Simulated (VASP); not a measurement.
Wanted: the native input for a VASP 6.6.1 run.

```yaml
Task: single point
Functional: PBE
Potentials_or_basis: VASP PAW PBE potentials, release 64 (Be, S)
Cutoff: 600 eV
k_mesh: 6 × 6 × 6
Occupations: gaussian, width 0.01 eV
Spin: no spin polarisation
Dipole_correction: no
Further_INCAR_settings: ALGO = Normal; EDIFF = 1e-06; NBANDS = 11
```

The structure of BeS lies in POSCAR:

```
BeS
1.0
    0.0000000000      2.2373261613      2.2373261613
    2.2373261613      0.0000000000      2.2373261613
    2.2373261613      2.2373261613      0.0000000000
Be S
1 1
Direct
    0.0000000000      0.0000000000      0.0000000000
    0.5000000000      0.5000000000      0.5000000000
```

This cell differs from its parent crystal: volume changed by -10%.

The input as run:

INCAR

```
  PREC = Accurate
  ENCUT = 600
  EDIFF = 1E-6
  ISMEAR = 0
  SIGMA = 0.01
  LREAL = False
  LASPH = True
  NELM = 120
  ALGO = Normal
  ISIF = 2
  LWAVE = False
  LCHARG = False
  GGA = PE
  NBANDS = 11
  GGA_COMPAT = False
```

KPOINTS

```
Automatic mesh
0
Gamma
  6 6 6
```

Potentials or basis: VASP PAW PBE potentials, release 64 (Be, S).

The run is started by

```bash
$ cat potpaw_PBE.64/Be/POTCAR potpaw_PBE.64/S/POTCAR > POTCAR
$ mpirun -np 1 vasp_std > vasp.out
```

Results of the run:

* Pressure: 13.6 GPa
* Band gap on the k mesh: 1.03 eV, indirect (least direct gap 4.32 eV)

Wall time 7.5 s on 1 thread of AMD EPYC 9R45 (Zen 5), on a shared host, peak memory 0.11 GiB.
